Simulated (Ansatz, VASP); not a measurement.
**AlNi in VASP and in Ansatz**

The input INCAR:

```
SYSTEM = AlNi
ALGO     = Fast           ! electronic algorithm
EDIFF    = 1E-6           ! SCF threshold, eV
ENCUT    = 520            ! plane-wave cutoff, eV
GGA      = PS             ! functional
ISIF     = 2              ! what is computed and relaxed
ISMEAR   = 0              ! smearing method
LASPH    = .TRUE.         ! aspherical terms in the spheres
LCHARG   = .TRUE.         ! write CHGCAR
LELF     = .TRUE.         ! ELF
LREAL    = .FALSE.        ! projectors in reciprocal space
LVHAR    = .TRUE.       
LWAVE    = .FALSE.        ! write WAVECAR
NBANDS   = 14             ! bands
NELM     = 100            ! most SCF steps
PREC     = Accurate       ! precision mode
SIGMA    = 0.15           ! smearing width, eV
```

KPOINTS

```
k-points
0
G
  18 18 16
  0 0 0
```

Contents of POSCAR:

```
AlNi
1.0
    1.9726211450     -1.9531901500      0.0000000000
    1.9726211450      1.9531901500      0.0000000000
    0.0000000000      0.0000000000      3.0994300413
Al Ni
1 1
Direct
    0.0000000000      0.0000000000      0.0000000000
    0.5000000000      0.5000000000      0.5000000000
```

Input for Ansatz:

```yaml
crystal:
  lattice:
    - [1.972621145, -1.95319015, 0.0]
    - [1.972621145, 1.95319015, 0.0]
    - [0.0, 0.0, 3.0994300413]
  atoms:
    - { symbol: Al, position: [0.0, 0.0, 0.0] }
    - { symbol: Ni, position: [0.5, 0.5, 0.5] }
basis:
  ecutwfc: 420
kpoints:
  mp_grid: { grid: [18, 18, 16] }
hamiltonian:
  xc: pbesol
scf:
  occupations: { method: gaussian, width: 0.15 }
output:
  forces: true
  stress: true
  eigenvalues: true
```

Change from the starting cell: strain +0.0175 x Voigt [1, 0, 0, 0, 0, 0], atoms carried along.

Alike in both runs: task single point; functional PBEsol; k mesh 18 × 18 × 16; occupations gaussian, width 0.15 eV; no spin polarisation.

|  | VASP | Ansatz |
| --- | --- | --- |
| version | VASP 6.6.1 | Ansatz 0.2.0 |
| potentials or method | VASP PAW PBE potentials, release 64 (Al, Ni), cutoff 520 eV | scalar-relativistic, plane waves, PAW |
| valence electrons in the cell | 13 | 21 |

VASP gave:

```
gap on the k mesh at the Fermi level (eV)                     : none
pressure (GPa)                                                : -2.2
traceless stress, the component that is largest in VASP (GPa) : -3.93
```

Task: Estimate Ansatz's values.

Result: gap on the k mesh at the Fermi level (eV): none; pressure (GPa): -2.5; traceless stress, the component that is largest in VASP (GPa): -3.80.

VASP's potentials were made for PBE, not for PBEsol. A gap of «none» marks a metal or a gap that the smearing closes. VASP's potentials hold 13 valence electrons a cell and Ansatz's 21, so a difference there can come from the potentials and not from the codes.
